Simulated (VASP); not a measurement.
# SnTe (Fm-3m) in VASP: a series of runs

Runs on SnTe. Level: PBE. Tasks: single point.

Everything below comes from runs of VASP 6.6.1. Logs are shortened: lines on timing, memory, paths and dates and some standing lists are left out, and cuts for length are marked.

### 1 The cell of the first run

It takes space group Fm-3m (No. 225, cubic). Conventional cell: a = 6.291 Å, b = 6.291 Å, c = 6.291 Å, α = 90.00°, β = 90.00°, γ = 90.00°. Within 4.1 Å of Sn (site symmetry m-3m) lie 6 Te at 3.15 Å. Within 4.1 Å of Te (site symmetry m-3m) lie 6 Sn at 3.15 Å.

### 2 Single point, PBE (volume scaled by 0.945)

INCAR

```
SYSTEM = SnTe
  PREC = Accurate
  ENCUT = 520
  EDIFF = 1E-6
  ISMEAR = 0
  SIGMA = 0.05
  LREAL = .FALSE.
  LASPH = .TRUE.
  NELM = 100
  ALGO = Normal
  ISIF = 2
  LWAVE = .FALSE.
  LCHARG = .TRUE.
  GGA = PE
  LELF = .TRUE.
  LVHAR = .TRUE.
  NBANDS = 17
```

KPOINTS

```
Automatic mesh
0
G
  10 10 10
  0 0 0
```

POSCAR

```
SnTe
1.0
    0.0000000000      3.1452690665      3.1452690665
    3.1452690665      0.0000000000      3.1452690665
    3.1452690665      3.1452690665      0.0000000000
Sn Te
1 1
Direct
    0.5000000000      0.5000000000      0.5000000000
    0.0000000000      0.0000000000      0.0000000000
```

Potentials or basis: VASP PAW PBE potentials, release 64 (Sn_d, Te).

Launch:

```bash
> cat potpaw_PBE.64/Sn_d/POTCAR potpaw_PBE.64/Te/POTCAR > POTCAR
> mpirun -np 1 vasp_std > vasp.out
```

OUTCAR:

```text
SYSTEM = SnTe
   PREC = Accurate
   ENCUT = 520
   EDIFF = 1E-6
   ISMEAR = 0
   LREAL = .FALSE.
   LASPH = .TRUE.
   NELM = 100
   ISIF = 2
   GGA = PE

 ion  position               nearest neighbor table
   1  0.500  0.500  0.500-   2 3.15   2 3.15   2 3.15   2 3.15   2 3.15   2 3.15
   2  0.000  0.000  0.000-   1 3.15   1 3.15   1 3.15   1 3.15   1 3.15   1 3.15

  LATTYP: Found a face centered cubic cell.
 ALAT       =     6.2905381330

  Lattice vectors:

 A1 = (   0.0000000000,   3.1452690665,   3.1452690665)
 A2 = (   3.1452690665,   0.0000000000,   3.1452690665)
 A3 = (   3.1452690665,   3.1452690665,   0.0000000000)

Analysis of symmetry for initial positions (statically):
=====================================================================
 Subroutine PRICEL returns:
 Original cell was already a primitive cell.

 Routine SETGRP: Setting up the symmetry group for a
 face centered cubic supercell.

 Subroutine GETGRP returns: Found 48 space group operations
 (whereof 48 operations were pure point group operations)
 out of a pool of 48 trial point group operations.

The static configuration has the point symmetry O_h .

Analysis of symmetry for dynamics (positions and initial velocities):
=====================================================================
 Subroutine PRICEL returns:
 Original cell was already a primitive cell.

 Routine SETGRP: Setting up the symmetry group for a
 face centered cubic supercell.

 Subroutine GETGRP returns: Found 48 space group operations
 (whereof 48 operations were pure point group operations)
 out of a pool of 48 trial point group operations.

The dynamic configuration has the point symmetry O_h .

 Subroutine INISYM returns: Found 48 space group operations
 (whereof 48 operations are pure point group operations),
 and found     1 'primitive' translations

----------------------------------------------------------------------------------------

                                     Primitive cell

  volume of cell :      62.2305

  direct lattice vectors                    reciprocal lattice vectors
     0.000000000  3.145269067  3.145269067    -0.158968912  0.158968912  0.158968912
     3.145269067  0.000000000  3.145269067     0.158968912 -0.158968912  0.158968912
     3.145269067  3.145269067  0.000000000     0.158968912  0.158968912 -0.158968912

  length of vectors
     4.448082171  4.448082171  4.448082171     0.275342232  0.275342232  0.275342232

  position of ions in fractional coordinates (direct lattice)
     0.500000000  0.500000000  0.500000000
     0.000000000  0.000000000  0.000000000

  ion indices of the primitive-cell ions
   primitive index   ion index
                 1           1
                 2           2

----------------------------------------------------------------------------------------

 KPOINTS: Automatic mesh

Automatic generation of k-mesh.
 Grid dimensions read from file:
 generate k-points for:   10   10   10

 Generating k-lattice:

  Cartesian coordinates                     Fractional coordinates (reciprocal lattice)
    -0.015896891  0.015896891  0.015896891     0.100000000  0.000000000  0.000000000
     0.015896891 -0.015896891  0.015896891     0.000000000  0.100000000  0.000000000
     0.015896891  0.015896891 -0.015896891     0.000000000  0.000000000  0.100000000

  Length of vectors
     0.027534223  0.027534223  0.027534223

  Shift w.r.t. Gamma in fractional coordinates (k-lattice)
     0.000000000  0.000000000  0.000000000

 Subroutine IBZKPT returns following result:
 ===========================================

 Found     47 irreducible k-points:

 Following reciprocal coordinates:
            Coordinates               Weight
  0.000000  0.000000  0.000000      1.000000
  0.100000  0.000000  0.000000      8.000000
  0.200000  0.000000  0.000000      8.000000
  0.300000  0.000000  0.000000      8.000000
  0.400000  0.000000  0.000000      8.000000
  0.500000  0.000000  0.000000      4.000000
[... 16 lines left out ...]
  0.300000  0.300000  0.000000      6.000000
  0.400000  0.300000  0.000000     24.000000
 [... further k-points ...]
   k-points           NKPTS =     47   k-points in BZ     NKDIM =     47   number of bands    NBANDS=     17
   number of dos      NEDOS =    301   number of ions     NIONS =      2
   total plane-waves  NPLWV =  46656
   dimension x,y,z NGX =    36 NGY =   36 NGZ =   36
   dimension x,y,z NGXF=    72 NGYF=   72 NGZF=   72
   ions per type =               1   1
   NGX,Y,Z   is equivalent  to a cutoff of  13.45, 13.45, 13.45 a.u.
   NGXF,Y,Z  is equivalent  to a cutoff of  26.91, 26.91, 26.91 a.u.
 SYSTEM =  SnTe
   PREC   = accura    normal or accurate (medium, high low for compatibility)
   ISTART =      0    job   : 0-new  1-cont  2-samecut
   ICHARG =      2    charge: 1-file 2-atom 10-const
   ISPIN  =      1    spin polarized calculation?
   LNONCOLLINEAR =      F non collinear calculations
   LSORBIT =      F    spin-orbit coupling
   LASPH  =      T    aspherical Exc in radial PAW
   ENCUT  =  520.0 eV  38.22 Ry    6.18 a.u.   8.27  8.27  8.27*2*pi/ulx,y,z
   NELM   =    100;   NELMIN=  2; NELMDL= -5     # of ELM steps
   EDIFF  = 0.1E-05   stopping-criterion for ELM
   LREAL  =      F    real-space projection
   EDIFFG = 0.1E-04   stopping-criterion for IOM
   NSW    =      0    number of steps for IOM
   IBRION =     -1    ionic relax: 0-MD 1-quasi-New 2-CG
   NFREE  =      0    steps in history (QN), initial steepest desc. (CG)
   ISIF   =      2    stress and relaxation
   ISYM   =      2    0-nonsym 1-usesym 2-fastsym
   POTIM  = 0.5000    time-step for ionic-motion
   TEBEG  =    0.0;   TEEND  =   0.0 temperature during run
   PSTRESS=    0.0 pullay stress
   NELECT =      20.0000    total number of electrons
   NUPDOWN=      -1.0000    fix difference up-down
   EMIN   =  10.00;   EMAX   =-10.00  energy-range for DOS
   EFERMI =   0.00;   METHOD = LEGACY
   ISMEAR =     0;   SIGMA  =   0.05  broadening in eV -4-tet -1-fermi 0-gaus
   EFERMI_NEDOS =   21; number of points for ismear=-14 and -15
   IALGO  =     38    algorithm
   IMIX   =      4    mixing-type and parameters
     AMIX     =   0.40;   BMIX     =  1.00
     AMIX_MAG =   1.60;   BMIX_MAG =  1.00
  volume/ion in A,a.u.               =      31.12       209.98
  Fermi-wavevector in a.u.,A,eV,Ry     =   1.121374  2.119089 17.109040  1.257479
  Thomas-Fermi vector in A             =   2.258027
   LORBIT       =      0    0 simple, 1 ext, 2 COOP (PROOUT), +10 PAW based schemes
   GGA     = PE    functional components
   LHFCALC =     F    Hartree Fock is set to
   AEXX    =    0.0000 exact exchange contribution
   IVDW    =     0    specifies the selected vdW correction
   LEPSILON=     F    determine dielectric tensor
   LRPA    =     F    only Hartree local field effects (RPA)
 non-spin polarized calculation
 Gauss-broadening in eV      SIGMA  =   0.05
  energy-cutoff  :      520.00
  volume of cell :       62.23
 maximum number of plane-waves:      1695
 NGX is ok and might be reduce to    36
   NGX = 17   NGY = 17   NGZ = 17

 number of electron      19.9999998 magnetization

 Free energy of the ion-electron system (eV)
  ---------------------------------------------------
  ext. energy  EPLUGINS =         0.00000000
  ---------------------------------------------------
  free energy    TOTEN  =        -7.53750284 eV

  energy without entropy =       -7.53743787  energy(sigma->0) =       -7.53747036

 E-fermi :   7.0900     XC(G=0):  -9.5182

 val. band max:        7.0341565716   @ k =   0.5000   0.0000   0.0000
 cond. band min:       7.1457465112   @ k =   0.5000   0.0000   0.0000
 fundamental gap:      0.1115899396
 Fermi energy:         7.0899515420

 k-point     1 :       0.0000    0.0000    0.0000
  band No.  band energies     occupation
      1     -14.8793      2.00000
      2     -14.8793      2.00000
      3     -14.8733      2.00000
      4     -14.8733      2.00000
      5     -14.8733      2.00000
      6      -5.8193      2.00000
[... 9 lines left out ...]
     16      11.7652      0.00000
     17      13.8377      0.00000

 k-point     2 :       0.1000    0.0000    0.0000
  band No.  band energies     occupation
      1     -14.8797      2.00000
      2     -14.8797      2.00000
      3     -14.8731      2.00000
      4     -14.8727      2.00000
      5     -14.8727      2.00000
      6      -5.7340      2.00000
[... 9 lines left out ...]
     16      11.9758      0.00000
     17      14.5527      0.00000

 k-point     3 :       0.2000    0.0000    0.0000
  band No.  band energies     occupation
      1     -14.8810      2.00000
      2     -14.8810      2.00000
      3     -14.8727      2.00000
      4     -14.8710      2.00000
      5     -14.8710      2.00000
      6      -5.4873      2.00000
[... 9 lines left out ...]
     16      12.5602      0.00000
     17      15.9817      0.00000

 k-point     4 :       0.3000    0.0000    0.0000
  band No.  band energies     occupation
      1     -14.8827      2.00000
      2     -14.8827      2.00000
      3     -14.8722      2.00000
      4     -14.8687      2.00000
      5     -14.8687      2.00000
      6      -5.1154      2.00000
[... 9 lines left out ...]
     16      13.4799      0.00000
     17      17.7636      0.00000
[... 343 lines left out ...]
      1     -14.8833      2.00000
      2     -14.8826      2.00000
      3     -14.8716      2.00000
      4     -14.8693      2.00000
      5     -14.8679      2.00000
      6      -4.9950      2.00000
[... 9 lines left out ...]
     16      15.1327      0.00000
     17      15.5429      0.00000

 k-point    23 :       0.3000    0.3000    0.0000
  band No.  band energies     occupation
      1     -14.8904      2.00000
      2     -14.8762      2.00000
      3     -14.8758      2.00000
      4     -14.8661      2.00000
      5     -14.8661      2.00000
      6      -4.9027      2.00000
[... 9 lines left out ...]
     16      15.5959      0.00000
     17      15.5961      0.00000

 k-point    24 :       0.4000    0.3000    0.0000
  band No.  band energies     occupation
      1     -14.8925      2.00000
      2     -14.8763      2.00000
      3     -14.8757      2.00000
      4     -14.8649      2.00000
      5     -14.8645      2.00000
      6      -4.6168      2.00000
[... 9 lines left out ...]
     16      16.2846      0.00000
     17      16.6838      0.00000

 [... further k-points ...]

------------------------ aborting loop because EDIFF is reached ----------------------------------------

  FORCE on cell =-STRESS in cart. coord.  units (eV):
  Direction    XX          YY          ZZ          XY          YZ          ZX
  --------------------------------------------------------------------------------------
  -------------------------------------------------------------------------------------
  Total        0.9652355      0.9652355      0.9652355      0.0000000      0.0000000     -0.0000000
  in kB       24.8508043     24.8508043     24.8508043      0.0000000      0.0000000     -0.0000000
  external PRESSURE =      24.8508043 kB  Pullay stress =       0.0000000 kB

 VOLUME and BASIS-vectors are now :
 -----------------------------------------------------------------------------
  energy-cutoff  :      520.00
  volume of cell :       62.23
      direct lattice vectors                 reciprocal lattice vectors
     0.000000000  3.145269067  3.145269067    -0.158968912  0.158968912  0.158968912
     3.145269067  0.000000000  3.145269067     0.158968912 -0.158968912  0.158968912
     3.145269067  3.145269067  0.000000000     0.158968912  0.158968912 -0.158968912

 POSITION                                       TOTAL-FORCE (eV/Angst)
 -----------------------------------------------------------------------------------
      3.14527      3.14527      3.14527         0.000000      0.000000      0.000000
      0.00000      0.00000      0.00000        -0.000000      0.000000     -0.000000
 -----------------------------------------------------------------------------------
    total drift:                                0.000000      0.000000      0.000000

  FREE ENERGIE OF THE ION-ELECTRON SYSTEM (eV)
  ---------------------------------------------------
  free  energy   TOTEN  =        -7.5375028408 eV

  energy  without entropy=       -7.5374378745  energy(sigma->0) =       -7.53747036
```

Run time: 34 s. Hardware: 1 thread of Intel Xeon Platinum 8488C (Sapphire Rapids), shared host; peak memory 0.23 GiB.

What came out:

```yaml
Free_energy: -7.5375 eV
Pressure: 2.5 GPa
Band_gap_on_the_k_mesh: 0.11 eV, direct
```

Levels at points of the mesh, in eV from the valence-band top:
```tsv
k point	band 7	band 8	band 9	band 10	band 11	band 12	band 13	band 14
(0.00, 0.00, 0.00)	-4.66	-2.17	-2.17	-2.17	3.35	3.35	3.35	4.73
(0.50, 0.00, 0.00)	-8.38	-1.83	-1.83	0.00	0.11	0.35	0.35	7.79
(0.50, 0.50, 0.00)	-6.48	-5.63	-3.78	-3.78	2.14	4.94	4.94	6.42
```

Caveat: the cell differs from its parent crystal (volume scaled by 0.945); spin-orbit coupling is left out, which moves the levels of the heavy elements.

### 3 Single point, PBE

This run uses another cell than the first one, of 31.76 Å³/atom, 1.021 times its volume.

INCAR

```
SYSTEM = SnTe
PREC     = Accurate       ! precision mode
ENCUT    = 520            ! plane-wave cutoff, eV
EDIFF    = 1E-6           ! SCF threshold, eV
ISMEAR   = 0              ! smearing method
SIGMA    = 0.05           ! smearing width, eV
LREAL    = .False.        ! projectors in reciprocal space
LASPH    = .True.         ! aspherical terms in the spheres
NELM     = 60             ! most SCF steps
ALGO     = Normal         ! electronic algorithm
ISIF     = 2              ! what is computed and relaxed
LWAVE    = .False.        ! write WAVECAR
LCHARG   = .False.        ! write CHGCAR
GGA      = PE             ! functional
NBANDS   = 17             ! bands
```

KPOINTS

```
regular mesh
0
Gamma
  10 10 10
  0 0 0
```

POSCAR

```
SnTe
1.0
    0.0000000000      3.1669885396      3.1669885396
    3.1669885396      0.0000000000      3.1669885396
    3.1669885396      3.1669885396      0.0000000000
Sn Te
1 1
Direct
    0.5000000000      0.5000000000      0.5000000000
    0.0000000000      0.0000000000      0.0000000000
```

Potentials or basis: VASP PAW PBE potentials, release 64 (Sn_d, Te).

Launch:

```bash
> cat potpaw_PBE.64/Sn_d/POTCAR potpaw_PBE.64/Te/POTCAR > POTCAR
> mpirun -np 1 vasp_std > vasp.out
```

It took 36 s on 1 thread of Intel Xeon Platinum 8488C (Sapphire Rapids), shared host; peak memory 0.22 GiB.

It converged, with:

| Item | Value |
| --- | --- |
| Free energy | -7.5541 eV |
| Pressure | 1.5 GPa |
| Band gap on the k mesh | 0.05 eV, direct |

Levels at points of the mesh, in eV from the valence-band top:
| k point | band 6 | band 7 | band 8 | band 9 | band 10 | band 11 | band 12 | band 13 | band 14 | band 15 |
| --- | --- | --- | --- | --- | --- | --- | --- | --- | --- | --- |
| (0.00, 0.00, 0.00) | -12.71 | -4.76 | -2.13 | -2.13 | -2.13 | 3.30 | 3.30 | 3.30 | 4.76 | 4.76 |
| (0.50, 0.00, 0.00) | -11.47 | -8.28 | -1.79 | -1.79 | 0.00 | 0.05 | 0.37 | 0.37 | 7.72 | 8.69 |
| (0.50, 0.50, 0.00) | -11.18 | -6.48 | -5.49 | -3.69 | -3.69 | 2.21 | 4.83 | 4.83 | 6.25 | 8.94 |

Caveat: spin-orbit coupling is left out, which moves the levels of the heavy elements. A k mesh can miss the band edges.

### 4 Single point, PBE (volume scaled by 0.960)

INCAR

```
SYSTEM = SnTe
PREC = Accurate
ENCUT = 520
EDIFF = 1E-6
ISMEAR = 0
SIGMA = 0.05
LREAL = .FALSE.
LASPH = .TRUE.
NELM = 100
ALGO = Normal
ISIF = 2
LWAVE = .FALSE.
LCHARG = .FALSE.
GGA = PE
NBANDS = 17
```

KPOINTS

```
Automatic mesh
0
G
  10 10 10
  0 0 0
```

POSCAR

```
SnTe
1.0
    0.0000000000      3.1618234191      3.1618234191
    3.1618234191      0.0000000000      3.1618234191
    3.1618234191      3.1618234191      0.0000000000
Sn Te
1 1
Direct
    0.5000000000      0.5000000000      0.5000000000
    0.0000000000      0.0000000000      0.0000000000
```

Launch:

```bash
> cat potpaw_PBE.64/Sn_d/POTCAR potpaw_PBE.64/Te/POTCAR > POTCAR
> mpirun -np 1 vasp_std > vasp.out
```

Run time: 40 s. Hardware: 1 thread of Intel Xeon Platinum 8488C (Sapphire Rapids), shared host; peak memory 0.22 GiB.

The run converged. Its results:

```yaml
Free_energy: -7.5509 eV
Pressure: 1.7 GPa
Band_gap_on_the_k_mesh: 0.06 eV, direct
```

Levels at points of the mesh, in eV from the valence-band top:
```tsv
k point	band 7	band 8	band 9	band 10	band 11	band 12	band 13	band 14
(0.00, 0.00, 0.00)	-4.74	-2.14	-2.14	-2.14	3.31	3.31	3.31	4.75
(0.50, 0.00, 0.00)	-8.30	-1.80	-1.80	0.00	0.06	0.36	0.36	7.74
(0.50, 0.50, 0.00)	-6.48	-5.52	-3.71	-3.71	2.20	4.86	4.86	6.29
```

Caveat: the cell differs from its parent crystal (volume scaled by 0.960); spin-orbit coupling is left out, which moves the levels of the heavy elements. A k mesh can miss the band edges.

### 5 Overview

```tsv
cell	gap on the mesh (eV)	pressure (GPa)
a = 4.448 Å, angles 60.0°, 2 atoms	0.11	2.5
a = 4.479 Å, angles 60.0°, 2 atoms	0.05	1.5
a = 4.471 Å, angles 60.0°, 2 atoms	0.06	1.7
```

Alike in all rows: task single point; level PBE; potentials or basis VASP PAW PBE potentials, release 64 (Sn_d, Te); no spin polarisation; k mesh 10 × 10 × 10; cutoff (eV) 520; smearing gaussian 0.05 eV.

Caveats: spin-orbit coupling is left out, which moves the levels of the heavy elements.

Total energies depend on the potentials used, so only differences within one code and one set of settings carry meaning.
